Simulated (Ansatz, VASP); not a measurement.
# CoSi2 in VASP and in Ansatz

INCAR

```
SYSTEM = CoSi2
PREC = Accurate
ENCUT = 600
EDIFF = 1E-7
ISMEAR = 0
SIGMA = 0.05
LREAL = .False.
LASPH = .True.
NELM = 60
ALGO = Normal
ISIF = 3
LWAVE = .False.
LCHARG = .False.
GGA = PS
IBRION = 2
NSW = 100
EDIFFG = -0.005
```

Contents of KPOINTS:

```
regular mesh
0
Gamma
  12 12 12
  0 0 0
```

POSCAR

```
CoSi2
1.0
    0.0000000000      2.6850000000      2.6850000000
    2.6850000000      0.0000000000      2.6850000000
    2.6850000000      2.6850000000      0.0000000000
Co Si
1 2
Direct
    0.0000000000      0.0000000000      0.0000000000
    0.2500000000      0.2500000000      0.2500000000
    0.7500000000      0.7500000000      0.7500000000
```

Input for Ansatz:

```yaml
crystal:
  lattice:
    - [0.0, 2.685, 2.685]
    - [2.685, 0.0, 2.685]
    - [2.685, 2.685, 0.0]
  atoms:
    - { symbol: Co, position: [0.0, 0.0, 0.0] }
    - { symbol: Si, position: [0.25, 0.25, 0.25] }
    - { symbol: Si, position: [0.75, 0.75, 0.75] }
scf:
  occupations: { method: gaussian, width: 0.05 }
output:
  forces: true
  stress: true
  write_density: true
  write_potential: true
  elf: true
  volumetric_format: npy
kpoints:
  mp_grid: { grid: [12, 12, 12] }
hamiltonian:
  xc: pbesol
relax:
  f_tol: 0.005
  max_steps: 120
  cell: {}
```

Alike in both runs: task relaxation of cell and atoms; functional PBEsol; k mesh 12 × 12 × 12; occupations gaussian, width 0.05 eV; no spin polarisation.

|  | VASP | Ansatz |
| --- | --- | --- |
| version | VASP 6.6.1 | Ansatz 0.2.0 |
| potentials or method | VASP PAW PBE potentials, release 64 (Co, Si) | scalar-relativistic, plane waves, PAW |
| plane-wave cutoff (eV) | 600 | 420 |
| valence electrons in the cell | 17 | 25 |

VASP gave:

```
gap on the k mesh at the Fermi level, each at its own relaxed structure (eV) : none
relaxed volume (Å³/atom)                                                     : 12.50
relaxed cell length with the largest relative difference (Å)                 : 3.757
```

Problem. What did Ansatz give for the same quantities?

Solution. gap on the k mesh at the Fermi level, each at its own relaxed structure (eV): none; relaxed volume (Å³/atom): 12.49; relaxed cell length with the largest relative difference (Å): 3.756.

VASP's potentials were made for PBE, not for PBEsol. A gap of «none» marks a metal or a gap that the smearing closes. VASP's potentials hold 17 valence electrons a cell and Ansatz's 25, so a difference there can come from the potentials and not from the codes.
